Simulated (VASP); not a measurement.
# Al3Cu (P4/mmm) in VASP: further runs

The runs below take Al3Cu through relaxation of cell and atoms, with r2SCAN.

Program: VASP 6.6.1. These are calculated values, not measurements. Logs are shortened: lines on timing, memory, paths and dates and some standing lists are left out, and cuts for length are marked.

## (1) The cell of the first run

Symmetry: P4/mmm, No. 123, tetragonal system. Conventional cell: a = 2.778 Å, b = 2.778 Å, c = 7.513 Å, α = 90.00°, β = 90.00°, γ = 90.00°. Within 4.0 Å of Al (site symmetry 4/mmm) lie 16 Al at 2.78 to 3.93 Å and 2 Cu at 3.76 Å. Al (site symmetry 4mm) has 4 Cu at 2.60 Å and 9 Al at 2.78 to 3.40 Å within 3.4 Å. Cu (site symmetry 4/mmm) has 8 Al at 2.60 Å and 4 Cu at 2.78 Å within 3.4 Å.

## (2) Relaxation of cell and atoms, r2SCAN

File POSCAR:

```
Al3Cu
1.0
    2.7784054294      0.0000000000      0.0000000000
    0.0000000000      2.7784054294      0.0000000000
    0.0000000000      0.0000000000      7.5134034100
Al Cu
3 1
Direct
    0.0000000000      0.0000000000      0.5000000000
    0.5000000000      0.5000000000      0.2261155100
    0.5000000000      0.5000000000      0.7738844900
    0.0000000000      0.0000000000      0.0000000000
```

File INCAR.step1:

```
SYSTEM = Al3Cu
PREC     = Accurate       ! precision mode
ENCUT    = 600            ! plane-wave cutoff, eV
ISMEAR   = 0              ! smearing method
SIGMA    = 0.1            ! smearing width, eV
LREAL    = .FALSE.        ! projectors in reciprocal space
LASPH    = .TRUE.         ! aspherical terms in the spheres
NELM     = 100            ! most SCF steps
GGA      = PE             ! functional
ALGO     = Normal         ! electronic algorithm
EDIFF    = 1E-4           ! SCF threshold, eV
LWAVE    = .TRUE.         ! write WAVECAR
LCHARG   = .FALSE.        ! write CHGCAR
```

File INCAR.step2:

```
SYSTEM = Al3Cu
PREC     = Accurate       ! precision mode
ENCUT    = 600            ! plane-wave cutoff, eV
EDIFF    = 1E-6           ! SCF threshold, eV
ISMEAR   = 0              ! smearing method
SIGMA    = 0.1            ! smearing width, eV
LREAL    = .FALSE.        ! projectors in reciprocal space
LASPH    = .TRUE.         ! aspherical terms in the spheres
NELM     = 100            ! most SCF steps
ALGO     = Normal         ! electronic algorithm
ISIF     = 3              ! what is computed and relaxed
LWAVE    = .FALSE.        ! write WAVECAR
LCHARG   = .FALSE.        ! write CHGCAR
METAGGA  = R2SCAN         ! meta-GGA
LMIXTAU  = .TRUE.       
IBRION   = 2              ! ionic algorithm
NSW      = 80             ! ionic steps
EDIFFG   = -0.01          ! ionic threshold
ISTART   = 1
```

File KPOINTS:

```
regular mesh
0
G
  4 4 2
  0 0 0
```

Potentials or basis: VASP PAW PBE potentials, release 64 (Al, Cu).

Command:

```sh
$ cat potpaw_PBE.64/Al/POTCAR potpaw_PBE.64/Cu/POTCAR > POTCAR
$ cp INCAR.step1 INCAR
$ mpirun -np 1 vasp_std > vasp.out
$ cp INCAR.step2 INCAR
$ mpirun -np 1 vasp_std > vasp.out
```

OUTCAR:

```text
SYSTEM = Al3Cu
   PREC = Accurate
   ENCUT = 600
   EDIFF = 1E-6
   ISMEAR = 0
   LREAL = .FALSE.
   LASPH = .TRUE.
   NELM = 100
   ISIF = 3
   METAGGA = R2SCAN
   IBRION = 2
   NSW = 80
   EDIFFG = -0.01
   ISTART = 1

 ion  position               nearest neighbor table
   1  0.000  0.000  0.500-   2 2.85   3 2.85   2 2.85   3 2.85   2 2.85   3 2.85   2 2.85   3 2.85

   2  0.500  0.500  0.226-   4 2.60   4 2.60   4 2.60   4 2.60   1 2.85   1 2.85   1 2.85   1 2.85

   3  0.500  0.500  0.774-   4 2.60   4 2.60   4 2.60   4 2.60   1 2.85   1 2.85   1 2.85   1 2.85

   4  0.000  0.000  0.000-   2 2.60   3 2.60   2 2.60   3 2.60   2 2.60   3 2.60   2 2.60   3 2.60

  LATTYP: Found a simple tetragonal cell.
 ALAT       =     2.7784054294
 C/A-ratio  =     2.7042141980

  Lattice vectors:

 A1 = (   2.7784054294,   0.0000000000,   0.0000000000)
 A2 = (   0.0000000000,   2.7784054294,   0.0000000000)
 A3 = (   0.0000000000,   0.0000000000,   7.5134034100)

Analysis of symmetry for initial positions (statically):
=====================================================================
 Subroutine PRICEL returns:
 Original cell was already a primitive cell.

 Routine SETGRP: Setting up the symmetry group for a
 simple tetragonal supercell.

 Subroutine GETGRP returns: Found 16 space group operations
 (whereof 16 operations were pure point group operations)
 out of a pool of 16 trial point group operations.

The static configuration has the point symmetry D_4h.

Analysis of symmetry for dynamics (positions and initial velocities):
=====================================================================
 Subroutine PRICEL returns:
 Original cell was already a primitive cell.

 Routine SETGRP: Setting up the symmetry group for a
 simple tetragonal supercell.

 Subroutine GETGRP returns: Found 16 space group operations
 (whereof 16 operations were pure point group operations)
 out of a pool of 16 trial point group operations.

The dynamic configuration has the point symmetry D_4h.

 Subroutine INISYM returns: Found 16 space group operations
 (whereof 16 operations are pure point group operations),
 and found     1 'primitive' translations

----------------------------------------------------------------------------------------
[... 89 lines left out ...]
   NFREE  =      1    steps in history (QN), initial steepest desc. (CG)
   ISIF   =      3    stress and relaxation
   ISYM   =      2    0-nonsym 1-usesym 2-fastsym
   POTIM  = 0.5000    time-step for ionic-motion
   TEBEG  =    0.0;   TEEND  =   0.0 temperature during run
   PSTRESS=    0.0 pullay stress
   NELECT =      20.0000    total number of electrons
   NUPDOWN=      -1.0000    fix difference up-down
   EMIN   =  10.00;   EMAX   =-10.00  energy-range for DOS
   EFERMI =   0.00;   METHOD = LEGACY
   ISMEAR =     0;   SIGMA  =   0.10  broadening in eV -4-tet -1-fermi 0-gaus
   EFERMI_NEDOS =   21; number of points for ismear=-14 and -15
   IALGO  =     38    algorithm
   IMIX   =      4    mixing-type and parameters
     AMIX     =   0.40;   BMIX     =  1.00
     AMIX_MAG =   1.60;   BMIX_MAG =  1.00
  volume/ion in A,a.u.               =      14.50        97.85
  Fermi-wavevector in a.u.,A,eV,Ry     =   1.148001  2.169407 17.931197  1.317906
  Thomas-Fermi vector in A             =   2.284678
   LORBIT       =      0    0 simple, 1 ext, 2 COOP (PROOUT), +10 PAW based schemes
   METAGGA = R2SCAN    functional components
   LHFCALC =     F    Hartree Fock is set to
   AEXX    =    0.0000 exact exchange contribution
   IVDW    =     0    specifies the selected vdW correction
   LEPSILON=     F    determine dielectric tensor
   LRPA    =     F    only Hartree local field effects (RPA)
 conjugate gradient relaxation of ions
 non-spin polarized calculation
 Gauss-broadening in eV      SIGMA  =   0.10
  energy-cutoff  :      600.00
  volume of cell :       58.00
 maximum number of plane-waves:      1974
 NGX is ok and might be reduce to    24
   NGX = 11   NGY = 11   NGZ = 31

--------------------------------------- Ionic step        1  -------------------------------------------

 number of electron      20.0000017 magnetization

 Free energy of the ion-electron system (eV)
  ---------------------------------------------------
  ext. energy  EPLUGINS =         0.00000000
  ---------------------------------------------------
  free energy    TOTEN  =       -30.96420545 eV

  energy without entropy =      -30.95161171  energy(sigma->0) =      -30.95790858

------------------------ aborting loop because EDIFF is reached ----------------------------------------

  FORCE on cell =-STRESS in cart. coord.  units (eV):
  Direction    XX          YY          ZZ          XY          YZ          ZX
  --------------------------------------------------------------------------------------
  -------------------------------------------------------------------------------------
  Total        1.1491519      1.1491519     -1.8901445      0.0000000      0.0000000     -0.0000000
  in kB       31.7438846     31.7438846    -52.2128785      0.0000000      0.0000000     -0.0000000
  external PRESSURE =       3.7582969 kB  Pullay stress =       0.0000000 kB
[... 95 lines left out ...]
  FREE ENERGIE OF THE ION-ELECTRON SYSTEM (eV)
  ---------------------------------------------------
  free  energy   TOTEN  =       -31.0597141844 eV

  energy  without entropy=      -31.0418075119  energy(sigma->0) =      -31.05076085

[... ionic steps 4 to 20 ...]

--------------------------------------- Ionic step       21  -------------------------------------------

 number of electron      20.0000010 magnetization

------------------------ aborting loop because EDIFF is reached ----------------------------------------
[... 71 lines left out ...]
--------------------------------------- Ionic step       23  -------------------------------------------

 number of electron      20.0000011 magnetization

 Free energy of the ion-electron system (eV)
  ---------------------------------------------------
  ext. energy  EPLUGINS =         0.00000000
  ---------------------------------------------------
  free energy    TOTEN  =       -31.18289435 eV

  energy without entropy =      -31.17432230  energy(sigma->0) =      -31.17860833

 E-fermi :   8.6852     XC(G=0): -11.7524

 val. band max:        8.4921770522   @ k =   0.5000   0.5000   0.0000
 cond. band min:       8.6960980233   @ k =   0.2500   0.2500   0.5000
 fundamental gap:      0.2039209710
 Fermi energy:         8.6851512781

 k-point     1 :       0.0000    0.0000    0.0000
  band No.  band energies     occupation
      1      -3.3595      2.00000
      2       0.0675      2.00000
      3       0.2220      2.00000
      4       3.9059      2.00000
      5       4.3985      2.00000
      6       4.6929      2.00000
      7       4.6929      2.00000
      8       4.9651      2.00000
      9       9.7233      0.00000
     10      12.1166      0.00000
     11      13.2697      0.00000
     12      13.2697      0.00000
     13      13.8621      0.00000
     14      16.2844      0.00000
[... 216 lines left out ...]
  FREE ENERGIE OF THE ION-ELECTRON SYSTEM (eV)
  ---------------------------------------------------
  free  energy   TOTEN  =       -31.1828943535 eV

  energy  without entropy=      -31.1743223038  energy(sigma->0) =      -31.17860833

 reached required accuracy - stopping structural energy minimisation
```

OUTCAR.step1:

```text
SYSTEM = Al3Cu
   PREC = Accurate
   ENCUT = 600
   ISMEAR = 0
   LREAL = .FALSE.
   LASPH = .TRUE.
[... 422 lines left out ...]
      1.38920      1.38920      1.69890        -0.000000      0.000000      0.473339
      1.38920      1.38920      5.81451         0.000000      0.000000     -0.473339
      0.00000      0.00000      0.00000         0.000000     -0.000000      0.000000
 -----------------------------------------------------------------------------------
    total drift:                                0.000000      0.000000     -0.000000

  FREE ENERGIE OF THE ION-ELECTRON SYSTEM (eV)
  ---------------------------------------------------
  free  energy   TOTEN  =       -14.8743119363 eV

  energy  without entropy=      -14.8606488592  energy(sigma->0) =      -14.86748040
```

Wall time 5.4 min (1 thread of Intel Xeon 6975P-C (Granite Rapids), shared host); peak memory 0.2 GiB.

Results:

| Quantity | Value |
| --- | --- |
| Free energy | -31.1829 eV |
| Relaxed volume | 14.44 Å³/atom |
| Relaxed cell | a = 2.952 Å, b = 2.952 Å, c = 6.629 Å, α = 90.00°, β = 90.00°, γ = 90.00° |
| Space group after relaxing (to 0.1 Å) | P4/mmm (No. 123) |
| Energy gained by relaxing | 54.7 meV/atom |
| Ionic steps | 23 |
| Pressure after relaxing | 0.0 GPa |
| Band gap on the k mesh | zero (bands 10 and 11 overlap by 7.29 eV) |

Step by step:
```tsv
step	energy change (eV)	largest force (eV/Å)	pressure (GPa)	volume (Å³)
1	0.0000	0.4325	0.38	58.00
2	-0.0618	0.4233	-0.37	58.26
3	-0.0955	0.1647	-0.95	58.44
4	-0.1448	0.4774	-1.75	58.69
5	-0.1551	0.3142	-1.56	58.64
6	-0.1546	0.2407	-1.50	58.61
7	-0.1554	0.2791	-1.54	58.63
8	-0.1652	0.2735	1.43	57.04
9	-0.1657	0.2766	1.84	56.86
10	-0.1820	0.2405	1.88	56.75
11	-0.2058	0.1416	2.26	56.53
12	-0.1674	0.1955	3.80	56.02
13	-0.2068	0.0871	2.55	56.41
14	-0.2073	0.1074	2.46	56.45
15	-0.2169	0.0936	0.49	57.43
16	-0.2174	0.0890	-0.22	57.73
17	-0.2174	0.0905	0.10	57.66
18	-0.2174	0.0897	-0.03	57.69
19	-0.2182	0.0637	-0.01	57.71
20	-0.2185	0.0061	0.02	57.75
21	-0.2186	0.0224	0.01	57.74
22	-0.2187	0.0130	-0.01	57.74
23	-0.2187	0.0008	-0.01	57.75
```

Final structure:
```yaml
crystal:
  lattice:
    - [2.95168, 0.00000, 0.00000]
    - [0.00000, 2.95168, 0.00000]
    - [0.00000, 0.00000, 6.62891]
  atoms:
    - { symbol: Al, position: [0.00000, 0.00000, 0.50000] }
    - { symbol: Al, position: [0.50000, 0.50000, 0.22543] }
    - { symbol: Al, position: [0.50000, 0.50000, 0.77457] }
    - { symbol: Cu, position: [0.00000, 0.00000, 0.00000] }
```

Caveat: the k points lie up to 0.53 Å⁻¹ apart in the final cell, too coarse for converged energies and pressures of a metal; the PAW data sets were made with another functional, which shifts forces and pressure a little.

## (3) Relaxation of cell and atoms, r2SCAN

POSCAR is that of step 2.

File INCAR.step1:

```
SYSTEM = Al3Cu
PREC = Accurate
ENCUT = 600
ISMEAR = 0
SIGMA = 0.1
LREAL = .FALSE.
LASPH = .TRUE.
NELM = 60
GGA = PE
ALGO = Normal
EDIFF = 1E-4
LWAVE = .TRUE.
LCHARG = .FALSE.
```

File INCAR.step2:

```
SYSTEM = Al3Cu
PREC = Accurate
ENCUT = 600
EDIFF = 1E-6
ISMEAR = 0
SIGMA = 0.1
LREAL = .FALSE.
LASPH = .TRUE.
NELM = 60
ALGO = Normal
ISIF = 3
LWAVE = .FALSE.
LCHARG = .FALSE.
METAGGA = R2SCAN
LMIXTAU = .TRUE.
IBRION = 2
NSW = 80
EDIFFG = -0.01
ISTART = 1
```

File KPOINTS:

```
regular mesh
0
G
  6 6 2
  0 0 0
```

Potentials or basis: VASP PAW PBE potentials, release 64 (Al, Cu).

Command:

```sh
$ cat potpaw_PBE.64/Al/POTCAR potpaw_PBE.64/Cu/POTCAR > POTCAR
$ cp INCAR.step1 INCAR
$ mpirun -np 1 vasp_std > vasp.out
$ cp INCAR.step2 INCAR
$ mpirun -np 1 vasp_std > vasp.out
```

Run time: 88 s. Hardware: 1 thread of Intel Xeon 6975P-C (Granite Rapids), shared host; peak memory 0.2 GiB.

Results (log left out):

| Quantity | Value |
| --- | --- |
| Free energy | -31.4875 eV |
| Relaxed volume | 14.51 Å³/atom |
| Relaxed cell | a = 2.783 Å, b = 2.783 Å, c = 7.495 Å, α = 90.00°, β = 90.00°, γ = 90.00° |
| Space group after relaxing (to 0.1 Å) | P4/mmm (No. 123) |
| Energy gained by relaxing | 0.3 meV/atom |
| Ionic steps | 5 |
| Pressure after relaxing | 0.0 GPa |
| Largest force after relaxing | 0.007 eV/Å |
| Band gap on the k mesh | zero (bands 10 and 11 overlap by 6.65 eV) |

Forces in eV/Å, atoms in the order of the input:
```
Al   0.000  0.000  0.000
Al   0.000  0.000 -0.007
Al   0.000  0.000  0.007
Cu   0.000  0.000  0.000
```

Stress tensor (GPa, compression positive):
```
-0.05  0.00  0.00
 0.00 -0.05  0.00
 0.00  0.00  0.10
```

Step by step:
```csv
step,energy change (eV),largest force (eV/Å),pressure (GPa),volume (Å³)
1,0.0000,0.0930,-0.05,58.00
2,-0.0008,0.0633,0.08,57.96
3,-0.0012,0.0262,0.21,57.92
4,-0.0013,0.0026,-0.18,58.10
5,-0.0014,0.0073,0.00,58.04
```

Final structure:
```yaml
crystal:
  lattice:
    - [2.78277, 0.00000, 0.00000]
    - [0.00000, 2.78277, 0.00000]
    - [0.00000, 0.00000, 7.49467]
  atoms:
    - { symbol: Al, position: [0.00000, 0.00000, 0.50000] }
    - { symbol: Al, position: [0.50000, 0.50000, 0.22445] }
    - { symbol: Al, position: [0.50000, 0.50000, 0.77555] }
    - { symbol: Cu, position: [0.00000, 0.00000, 0.00000] }
```

Levels at points of the mesh, in eV from the Fermi level:
```csv
k point,band 5,band 6,band 7,band 8,band 9,band 10,band 11,band 12,band 13,band 14
"(0.00, 0.00, 0.00)",-4.74,-3.92,-3.92,-3.53,-1.89,0.70,6.42,6.87,6.87,8.16
"(0.50, 0.00, 0.00)",-4.85,-4.49,-4.01,-3.94,-3.82,-2.55,-2.07,2.84,4.10,4.44
"(0.50, 0.50, 0.00)",-3.16,-2.92,-2.92,-0.72,-0.54,0.01,0.01,0.35,0.35,0.49
"(0.00, 0.00, 0.50)",-4.84,-3.92,-3.92,-3.80,-3.53,4.58,6.11,6.42,7.45,7.45
"(0.50, 0.00, 0.50)",-4.89,-4.60,-4.01,-3.82,-2.93,-1.15,-1.02,0.02,0.92,9.26
"(0.50, 0.50, 0.50)",-3.16,-2.11,-2.11,-2.00,-2.00,-0.76,-0.73,0.44,1.79,3.33
```

Caveat: the k points lie up to 0.42 Å⁻¹ apart in the final cell, too coarse for converged energies and pressures of a metal; the PAW data sets were made with another functional, which shifts forces and pressure a little.
